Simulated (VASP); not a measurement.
Set up this calculation in VASP 6.6.1, as the native input.

```yaml
Task: single point
Functional: LDA
Potentials_or_basis: VASP PAW LDA potentials, release 64 (Si, Ni)
Cutoff: 520 eV
k_mesh: 14 × 14 × 14
Occupations: gaussian, width 0.15 eV
Spin: collinear spin, ferromagnetic start
Starting_moments: "[0.0, 0.0, 0.375] μB"
Fixed_moment: 0.375 μB
Dipole_correction: no
Further_INCAR_settings: ALGO = Normal; EDIFF = 1e-06; NBANDS = 20
```

The structure of Si2Ni lies in POSCAR:

```
Si2Ni
1.0
    0.0000000000      2.8272425872      2.8272425872
    2.8272425872      0.0000000000      2.8272425872
    2.8272425872      2.8272425872      0.0000000000
Si Ni
2 1
Direct
    0.2500000000      0.2500000000      0.2500000000
    0.7500000000      0.7500000000      0.7500000000
    0.0000000000      0.0000000000      0.0000000000
```

These files were run (other wordings do the same):

INCAR

```
SYSTEM = Si2Ni
PREC     = Accurate       ! precision mode
ENCUT    = 520            ! plane-wave cutoff, eV
EDIFF    = 1E-6           ! SCF threshold, eV
ISMEAR   = 0              ! smearing method
SIGMA    = 0.15           ! smearing width, eV
LREAL    = .FALSE.        ! projectors in reciprocal space
LASPH    = .TRUE.         ! aspherical terms in the spheres
NELM     = 150            ! most SCF steps
ALGO     = Normal         ! electronic algorithm
ISIF     = 2              ! what is computed and relaxed
LWAVE    = .FALSE.        ! write WAVECAR
LCHARG   = .FALSE.        ! write CHGCAR
ISPIN    = 2              ! spin polarisation
MAGMOM   = 0 0 0.375      ! initial moments
LORBIT   = 11             ! projections on sites
NUPDOWN  = 0.375          ! fixed moment
LMAXMIX  = 4              ! l up to which the mixer works
NBANDS   = 20             ! bands
```

KPOINTS

```
Automatic mesh
0
G
  14 14 14
  0 0 0
```

Potentials or basis: VASP PAW LDA potentials, release 64 (Si, Ni).

Run with:

```bash
$ cat potpaw_LDA.64/Si/POTCAR potpaw_LDA.64/Ni/POTCAR > POTCAR
$ mpirun -np 1 vasp_std > vasp.out
```

It gave:

```json
{
  "Pressure": "-18.5 GPa",
  "Net moment": "0.38 μB per cell",
  "Site moments": "Si +0.04; Ni +0.19 μB",
  "Valence electrons inside the program's atomic spheres": "Si 1.54; Ni 9.53"
}
```

Caveat: the total moment is fixed, so each spin has its own Fermi level.

Wall time 79 s on 1 thread of Intel(R) Xeon(R) 6975P-C (Granite Rapids), with other jobs on the host, peak memory 0.25 GiB.
